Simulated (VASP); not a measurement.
# HfAl2N3 (P3m1) in VASP: relaxation of cell and atoms with PBE

Aim: the relaxation of cell and atoms of HfAl2N3 with PBE.

All numbers are computed with VASP 6.6.1; they aren't measurements. Logs are shortened: lines on timing, memory, paths and dates and some standing lists are left out, and cuts for length are marked.

### 1 The cell of the first run

Symmetry: P3m1, No. 156, trigonal system. Conventional cell: a = 3.243 Å, b = 3.243 Å, c = 15.984 Å, α = 90.00°, β = 90.00°, γ = 120.00°. Hf (site symmetry 3m) has 4 N at 2.10 to 2.13 Å within 2.8 Å. Within 2.7 Å of Hf (site symmetry 3m) lie 4 N at 2.06 to 2.21 Å. Al (site symmetry 3m) has 4 N at 1.92 to 1.95 Å within 2.5 Å. Within 2.5 Å of Al (site symmetry 3m) lie 4 N at 1.92 to 1.95 Å. Al (site symmetry 3m) has 4 N at 1.92 to 1.95 Å within 2.5 Å. Al (site symmetry 3m) has 4 N at 1.92 to 1.95 Å within 2.5 Å. N (site symmetry 3m) has 4 Al at 1.92 to 1.95 Å within 2.5 Å. N (site symmetry 3m) has 4 Al at 1.92 to 1.95 Å within 2.5 Å.

### 2 Relaxation of cell and atoms, PBE

The input, INCAR:

```
PREC = Accurate
ENCUT = 600
EDIFF = 1E-6
ISMEAR = 0
SIGMA = 0.1
LREAL = F
LASPH = T
NELM = 80
ALGO = Fast
ISIF = 3
LWAVE = F
LCHARG = F
GGA = PE
IBRION = 2
NSW = 100
EDIFFG = -0.01
```

The input, KPOINTS:

```
Automatic mesh
0
Gamma
  12 12 4
```

The input, POSCAR:

```
HfAl2N3
1.0
    3.2432900299      0.0000000000      0.0000000000
   -1.6216450150      2.8087715577      0.0000000000
    0.0000000000      0.0000000000     15.9839221019
Hf Al N
2 4 6
Direct
    0.6666666667      0.3333333333      0.8255961577
    0.3333333333      0.6666666667      0.0133820268
    0.6666666667      0.3333333333      0.1857820825
    0.6666666667      0.3333333333      0.4930849247
    0.3333333333      0.6666666667      0.3393602900
    0.3333333333      0.6666666667      0.6465839627
    0.6666666667      0.3333333333      0.3060127137
    0.6666666667      0.3333333333      0.6133975935
    0.6666666667      0.3333333333      0.9591188465
    0.3333333333      0.6666666667      0.1515734105
    0.3333333333      0.6666666667      0.4596044035
    0.3333333333      0.6666666667      0.7665035878
```

Potentials or basis: VASP PAW PBE potentials, release 64 (Hf_pv, Al, N).

Launch:

```console
$ cat potpaw_PBE.64/Hf_pv/POTCAR potpaw_PBE.64/Al/POTCAR potpaw_PBE.64/N/POTCAR > POTCAR
$ mpirun -np 1 vasp_std > vasp.out
```

OUTCAR:

```text
PREC = Accurate
   ENCUT = 600
   EDIFF = 1E-6
   ISMEAR = 0
   LREAL = F
   LASPH = T
   NELM = 80
   ISIF = 3
   GGA = PE
   IBRION = 2
   NSW = 100
   EDIFFG = -0.01

 ion  position               nearest neighbor table
   1  0.667  0.333  0.826-  12 2.10  12 2.10  12 2.10   9 2.13   6 3.42   6 3.42   6 3.42   2 3.54
                             2 3.54   2 3.54
   2  0.333  0.667  0.013-   9 2.06   9 2.06   9 2.06  10 2.21   3 3.33   3 3.33   3 3.33   1 3.54
                             1 3.54   1 3.54
   3  0.667  0.333  0.186-   7 1.92  10 1.95  10 1.95  10 1.95   5 3.09   5 3.09   5 3.09   2 3.33
                             2 3.33   2 3.33
   4  0.667  0.333  0.493-   8 1.92  11 1.95  11 1.95  11 1.95   6 3.09   6 3.09   6 3.09   5 3.09
                             5 3.09   5 3.09
   5  0.333  0.667  0.339-  11 1.92   7 1.95   7 1.95   7 1.95   3 3.09   3 3.09   3 3.09   4 3.09
                             4 3.09   4 3.09
   6  0.333  0.667  0.647-  12 1.92   8 1.95   8 1.95   8 1.95   4 3.09   4 3.09   4 3.09   1 3.42
                             1 3.42   1 3.42
   7  0.667  0.333  0.306-   3 1.92   5 1.95   5 1.95   5 1.95
   8  0.667  0.333  0.613-   4 1.92   6 1.95   6 1.95   6 1.95
   9  0.667  0.333  0.959-   2 2.06   2 2.06   2 2.06   1 2.13
  10  0.333  0.667  0.152-   3 1.95   3 1.95   3 1.95   2 2.21
  11  0.333  0.667  0.460-   5 1.92   4 1.95   4 1.95   4 1.95
  12  0.333  0.667  0.767-   6 1.92   1 2.10   1 2.10   1 2.10

  LATTYP: Found a hexagonal cell.
 ALAT       =     3.2432900299
 C/A-ratio  =     4.9283048863

  Lattice vectors:

 A1 = (   3.2432900299,   0.0000000000,   0.0000000000)
 A2 = (  -1.6216450150,   2.8087715577,   0.0000000000)
 A3 = (   0.0000000000,   0.0000000000,  15.9839221019)

Analysis of symmetry for initial positions (statically):
=====================================================================
 Subroutine PRICEL returns:
 Original cell was already a primitive cell.

 Routine SETGRP: Setting up the symmetry group for a
 hexagonal supercell.

 Subroutine GETGRP returns: Found  6 space group operations
 (whereof  6 operations were pure point group operations)
 out of a pool of 24 trial point group operations.

The static configuration has the point symmetry C_3v.

Analysis of symmetry for dynamics (positions and initial velocities):
=====================================================================
 Subroutine PRICEL returns:
 Original cell was already a primitive cell.

 Routine SETGRP: Setting up the symmetry group for a
 hexagonal supercell.

 Subroutine GETGRP returns: Found  6 space group operations
 (whereof  6 operations were pure point group operations)
 out of a pool of 24 trial point group operations.

The dynamic configuration has the point symmetry C_3v.

 Subroutine INISYM returns: Found  6 space group operations
 (whereof  6 operations are pure point group operations),
 and found     1 'primitive' translations

----------------------------------------------------------------------------------------

                                     Primitive cell

  volume of cell :     145.6081

  direct lattice vectors                    reciprocal lattice vectors
     3.243290030  0.000000000  0.000000000     0.308328885  0.178013765  0.000000000
    -1.621645015  2.808771558  0.000000000     0.000000000  0.356027530  0.000000000
     0.000000000  0.000000000 15.983922102     0.000000000  0.000000000  0.062562867

  length of vectors
     3.243290030  3.243290030 15.983922102     0.356027530  0.356027530  0.062562867

  position of ions in fractional coordinates (direct lattice)
     0.666666667  0.333333333  0.825596158
     0.333333333  0.666666667  0.013382027
     0.666666667  0.333333333  0.185782082
     0.666666667  0.333333333  0.493084925
     0.333333333  0.666666667  0.339360290
     0.333333333  0.666666667  0.646583963
     0.666666667  0.333333333  0.306012714
     0.666666667  0.333333333  0.613397593
     0.666666667  0.333333333  0.959118846
     0.333333333  0.666666667  0.151573410
     0.333333333  0.666666667  0.459604404
     0.333333333  0.666666667  0.766503588

[... 34 lines left out ...]
     0.000000000  0.000000000  0.000000000

 Subroutine IBZKPT returns following result:
 ===========================================

 Found     69 irreducible k-points:

 Following reciprocal coordinates:
            Coordinates               Weight
  0.000000  0.000000  0.000000      1.000000
  0.083333  0.000000  0.000000      6.000000
  0.166667  0.000000  0.000000      6.000000
  0.250000  0.000000  0.000000      6.000000
  0.333333  0.000000  0.000000      6.000000
  0.416667 -0.000000  0.000000      6.000000
[... 16 lines left out ...]
  0.166667  0.000000  0.250000      6.000000
  0.000000  0.166667  0.250000      6.000000
 [... further k-points ...]
   k-points           NKPTS =     69   k-points in BZ     NKDIM =     69   number of bands    NBANDS=     38
   number of dos      NEDOS =    301   number of ions     NIONS =     12
   total plane-waves  NPLWV = 100352
   dimension x,y,z NGX =    28 NGY =   28 NGZ =  128
   dimension x,y,z NGXF=    56 NGYF=   56 NGZF=  256
   ions per type =               2   4   6
   NGX,Y,Z   is equivalent  to a cutoff of  14.35, 14.35, 13.31 a.u.
   NGXF,Y,Z  is equivalent  to a cutoff of  28.70, 28.70, 26.63 a.u.
 SYSTEM =  unknown system
   PREC   = accura    normal or accurate (medium, high low for compatibility)
   ISTART =      0    job   : 0-new  1-cont  2-samecut
   ICHARG =      2    charge: 1-file 2-atom 10-const
   ISPIN  =      1    spin polarized calculation?
   LNONCOLLINEAR =      F non collinear calculations
   LSORBIT =      F    spin-orbit coupling
   LASPH  =      T    aspherical Exc in radial PAW
   ENCUT  =  600.0 eV  44.10 Ry    6.64 a.u.   6.48  6.48 31.92*2*pi/ulx,y,z
   NELM   =     80;   NELMIN=  2; NELMDL= -5     # of ELM steps
   EDIFF  = 0.1E-05   stopping-criterion for ELM
   LREAL  =      F    real-space projection
   EDIFFG = -.1E-01   stopping-criterion for IOM
   NSW    =    100    number of steps for IOM
   IBRION =      2    ionic relax: 0-MD 1-quasi-New 2-CG
   NFREE  =      1    steps in history (QN), initial steepest desc. (CG)
   ISIF   =      3    stress and relaxation
   ISYM   =      2    0-nonsym 1-usesym 2-fastsym
   POTIM  = 0.5000    time-step for ionic-motion
   TEBEG  =    0.0;   TEEND  =   0.0 temperature during run
   PSTRESS=    0.0 pullay stress
   NELECT =      62.0000    total number of electrons
   NUPDOWN=      -1.0000    fix difference up-down
   EMIN   =  10.00;   EMAX   =-10.00  energy-range for DOS
   EFERMI =   0.00;   METHOD = LEGACY
   ISMEAR =     0;   SIGMA  =   0.10  broadening in eV -4-tet -1-fermi 0-gaus
   EFERMI_NEDOS =   21; number of points for ismear=-14 and -15
   IALGO  =     68    algorithm
   IMIX   =      4    mixing-type and parameters
     AMIX     =   0.40;   BMIX     =  1.00
     AMIX_MAG =   1.60;   BMIX_MAG =  1.00
  volume/ion in A,a.u.               =      12.13        81.88
  Fermi-wavevector in a.u.,A,eV,Ry     =   1.231620  2.327425 20.638525  1.516889
  Thomas-Fermi vector in A             =   2.366423
   LORBIT       =      0    0 simple, 1 ext, 2 COOP (PROOUT), +10 PAW based schemes
   GGA     = PE    functional components
   LHFCALC =     F    Hartree Fock is set to
   AEXX    =    0.0000 exact exchange contribution
   IVDW    =     0    specifies the selected vdW correction
   LEPSILON=     F    determine dielectric tensor
   LRPA    =     F    only Hartree local field effects (RPA)
 conjugate gradient relaxation of ions
 non-spin polarized calculation
 RMM-DIIS sequential band-by-band and
 Gauss-broadening in eV      SIGMA  =   0.10
  energy-cutoff  :      600.00
  volume of cell :      145.61
 maximum number of plane-waves:      4923
 NGX is ok and might be reduce to    28
   NGX = 13   NGY = 13   NGZ = 63

--------------------------------------- Ionic step        1  -------------------------------------------

 number of electron      61.9999999 magnetization

 Free energy of the ion-electron system (eV)
  ---------------------------------------------------
  ext. energy  EPLUGINS =         0.00000000
  ---------------------------------------------------
  free energy    TOTEN  =      -100.18350527 eV

  energy without entropy =     -100.16801365  energy(sigma->0) =     -100.17575946

------------------------ aborting loop because EDIFF is reached ----------------------------------------

  FORCE on cell =-STRESS in cart. coord.  units (eV):
  Direction    XX          YY          ZZ          XY          YZ          ZX
  --------------------------------------------------------------------------------------
  -------------------------------------------------------------------------------------
  Total       -0.9626262     -0.9626262     -0.8212533      0.0000000      0.0000000      0.0000000
  in kB      -10.5921148    -10.5921148     -9.0365395      0.0000000      0.0000000      0.0000000
  external PRESSURE =     -10.0735897 kB  Pullay stress =       0.0000000 kB
[... 119 lines left out ...]
  FREE ENERGIE OF THE ION-ELECTRON SYSTEM (eV)
  ---------------------------------------------------
  free  energy   TOTEN  =      -100.1871097007 eV

  energy  without entropy=     -100.1721656235  energy(sigma->0) =     -100.17963766

[... ionic steps 4 to 7 ...]

--------------------------------------- Ionic step        8  -------------------------------------------

 number of electron      61.9999998 magnetization

------------------------ aborting loop because EDIFF is reached ----------------------------------------
[... 87 lines left out ...]
--------------------------------------- Ionic step       10  -------------------------------------------

 number of electron      61.9999998 magnetization

 Free energy of the ion-electron system (eV)
  ---------------------------------------------------
  ext. energy  EPLUGINS =         0.00000000
  ---------------------------------------------------
  free energy    TOTEN  =      -100.18772267 eV

  energy without entropy =     -100.17303262  energy(sigma->0) =     -100.18037764

 E-fermi :   7.7625     XC(G=0): -10.9700

 val. band max:        7.6650283928   @ k =   0.2500   0.2500   0.5000
 cond. band min:       7.7927045710   @ k =   0.4167   0.1667   0.0000
 fundamental gap:      0.1276761782
 Fermi energy:         7.7625134079

 k-point     1 :       0.0000    0.0000    0.0000
  band No.  band energies     occupation
      1     -23.7120      2.00000
      2     -23.3954      2.00000
      3     -23.2548      2.00000
      4     -23.2548      2.00000
      5     -23.0205      2.00000
      6     -23.0205      2.00000
[... 973 lines left out ...]
     37      10.6438      0.00000
     38      10.7043      0.00000

 [... further k-points ...]

------------------------ aborting loop because EDIFF is reached ----------------------------------------

  FORCE on cell =-STRESS in cart. coord.  units (eV):
  Direction    XX          YY          ZZ          XY          YZ          ZX
  --------------------------------------------------------------------------------------
  -------------------------------------------------------------------------------------
  Total        0.0094453      0.0094453      0.0246465     -0.0000000      0.0000000      0.0000000
  in kB        0.1044231      0.1044231      0.2724793     -0.0000000      0.0000000      0.0000000
  external PRESSURE =       0.1604418 kB  Pullay stress =       0.0000000 kB
[... 27 lines left out ...]
  FREE ENERGIE OF THE ION-ELECTRON SYSTEM (eV)
  ---------------------------------------------------
  free  energy   TOTEN  =      -100.1877226675 eV

  energy  without entropy=     -100.1730326217  energy(sigma->0) =     -100.18037764

 reached required accuracy - stopping structural energy minimisation
```

Run time: 48 min. Hardware: 1 thread of Oxide Virtual Turin-like, shared host; peak memory 0.57 GiB.

Results:

```yaml
Free_energy: -100.1877 eV
Relaxed_volume: 12.08 Å³/atom
Relaxed_cell: a = 3.240 Å, b = 3.240 Å, c = 15.946 Å, α = 90.00°, β = 90.00°, γ = 120.00°
Space_group_after_relaxing_to_0.1_Å: P3m1 (No. 156)
Energy_gained_by_relaxing: 0.4 meV/atom
Ionic_steps: 10
Pressure_after_relaxing: 0.0 GPa
Largest_force_after_relaxing: 0.006 eV/Å
Band_gap_on_the_k_mesh: zero (bands 31 and 32 overlap by 0.77 eV)
```

Forces in eV/Å, atoms in the order of the input:
```
Hf   0.000  0.000  0.002
Hf   0.000  0.000  0.000
Al   0.000  0.000 -0.001
Al   0.000  0.000  0.003
Al   0.000  0.000 -0.002
Al   0.000  0.000  0.006
N    0.000  0.000 -0.004
N    0.000  0.000  0.003
N    0.000  0.000 -0.002
N    0.000  0.000 -0.003
N    0.000  0.000 -0.004
N    0.000  0.000  0.002
```

The path:
| step | energy change (eV) | largest force (eV/Å) | pressure (GPa) | volume (Å³) |
| --- | --- | --- | --- | --- |
| 1 | 0.0000 | 0.1641 | -1.01 | 145.61 |
| 2 | 0.0000 | 0.1280 | 1.24 | 144.01 |
| 3 | -0.0036 | 0.0682 | 0.11 | 144.80 |
| 4 | -0.0040 | 0.0270 | 0.04 | 144.88 |
| 5 | -0.0040 | 0.0363 | 0.01 | 144.90 |
| 6 | -0.0041 | 0.0221 | -0.02 | 144.95 |
| 7 | -0.0041 | 0.0225 | -0.02 | 144.95 |
| 8 | -0.0042 | 0.0101 | -0.01 | 144.94 |
| 9 | -0.0042 | 0.0120 | 0.00 | 144.93 |
| 10 | -0.0042 | 0.0058 | 0.02 | 144.92 |

Final structure:
```
Hf Al N
1.0
     3.23952    0.00000    0.00000
    -1.61976    2.80551    0.00000
     0.00000    0.00000   15.94553
Hf Al N
2 4 6
Cartesian
  1.6198 0.9352 13.1592
  0.0000 1.8703 0.2051
  1.6198 0.9352 2.9589
  1.6198 0.9352 7.8639
  0.0000 1.8703 5.4103
  0.0000 1.8703 10.3149
  1.6198 0.9352 4.8786
  1.6198 0.9352 9.7835
  1.6198 0.9352 15.3044
  0.0000 1.8703 2.4141
  0.0000 1.8703 7.3293
  0.0000 1.8703 12.2241
```

Caveat: spin-orbit coupling is left out, which moves the levels of the heavy elements.
